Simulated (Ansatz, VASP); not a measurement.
Two plane-wave programs on Cd

```
Cd
1.0
    -1.48275   -0.86586   -2.42326
    -1.80578    3.12453   -0.00239
     3.05761    1.75502   -2.48260
Cd
2
Direct
  0.50002 0.50000 0.49999
  0.99998 0.00000 0.00001
```

Change from the starting cell: cell sheared at random, sigma 0.06, atoms nudged by 0.01 Å; relaxed back.

Alike in both runs: functional PBE; k mesh 12 × 10 × 8; occupations gaussian, width 0.15 eV; no spin polarisation.

Ansatz relaxed the structure, and its values are those at the end. VASP's run is a single point on that final structure, the one shown.

|  | VASP | Ansatz |
| --- | --- | --- |
| version | VASP 6.6.1 | Ansatz 0.2.0 |
| potentials or method | VASP PAW PBE potentials, release 64 (Cd), cutoff 500 eV | scalar-relativistic, plane waves, PAW |
| valence electrons in the cell | 24 | 40 |

|  | VASP | Ansatz | Ansatz less VASP |
| --- | --- | --- | --- |
| gap on the k mesh at the Fermi level (eV) | none | none | - |
| pressure (GPa) | 0.2 | 0.0 | -0.25 |

A gap of «none» marks a metal or a gap that the smearing closes. VASP's potentials hold 24 valence electrons a cell and Ansatz's 40, so a difference there can come from the potentials and not from the codes.
